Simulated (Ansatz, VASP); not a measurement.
**Two plane-wave programs on SnO2**

```
Sn O
1.0
     3.16463    0.00000    0.00000
    -1.58232    2.74065    0.00000
     0.00000    0.00000   10.57028
Sn O
2 4
Cartesian
  0.0000 0.0000 5.2851
  0.0000 0.0000 0.0000
  1.5823 0.9135 4.2901
  1.5823 0.9135 0.9951
  0.0000 1.8271 6.2802
  0.0000 1.8271 9.5752
```

Alike in both runs: task single point; functional PBEsol; dispersion D4; k mesh 12 × 12 × 2; no spin polarisation.

|  | VASP | Ansatz |
| --- | --- | --- |
| version | VASP 6.6.1 | Ansatz 0.2.0 |
| potentials or method | VASP PAW PBE potentials, release 64 (Sn_d, O), cutoff 520 eV | plane waves, PAW |
| occupations | gaussian, width 0.01 eV | fixed |
| valence electrons in the cell | 52 | 52 |

```csv
,VASP,Ansatz,Ansatz less VASP
pressure (GPa),3.5,2.9,-0.62
"traceless stress, the component that is largest in VASP (GPa)",-1.63,-1.23,+0.402
```

VASP's potentials were made for PBE, not for PBEsol. Ansatz's warnings: structure snapped to symmetry.
